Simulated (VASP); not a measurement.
Wanted: the native input for a VASP 6.6.1 run.

```
Task                   : single point
Functional             : LDA
Potentials or basis    : VASP PAW LDA potentials, release 64 (Mg, O)
Cutoff                 : 520 eV
k mesh                 : 12 × 12 × 6
Occupations            : methfessel-paxton, width 0.05 eV
Spin                   : no spin polarisation
Dipole correction      : no
Further INCAR settings : ALGO = Normal; EDIFF = 1e-06; NBANDS = 16
```

The structure of MgO lies in POSCAR:

```
MgO
1.0
    3.7555867050      0.0000000000      0.0000000000
   -1.8777933525      3.2524334926      0.0000000000
    0.0000000000      0.0000000000      3.6005267763
Mg O
2 2
Direct
    0.6666666667      0.3333333333      0.7500000000
    0.3333333333      0.6666666667      0.2500000000
    0.6666666667      0.3333333333      0.2500000000
    0.3333333333      0.6666666667      0.7500000000
```

These files were run (other wordings do the same):

INCAR

```
PREC = Accurate ; ENCUT = 520
EDIFF = 1E-6 ; ISMEAR = 1
SIGMA = 0.05 ; LREAL = F
LASPH = T ; NELM = 60
ALGO = Normal ; ISIF = 2
LWAVE = F ; LCHARG = F
GGA = CA ; NBANDS = 16
```

KPOINTS

```
Automatic mesh
0
Gamma
  12 12 6
```

Potentials or basis: VASP PAW LDA potentials, release 64 (Mg, O).

Launch:

```sh
$ cat potpaw_LDA.64/Mg/POTCAR potpaw_LDA.64/O/POTCAR > POTCAR
$ mpirun -np 1 vasp_std > vasp.out
```

Results of the run:

```json
{
 "Pressure": "12.7 GPa",
 "Band gap on the k mesh": "3.21 eV, indirect (least direct gap 3.47 eV)"
}
```

Wall time 37 s on 1 thread of Intel(R) Xeon(R) Platinum 8259CL CPU @ 2.50GHz (Skylake/Cascade Lake), on a shared host, peak memory 0.17 GiB.
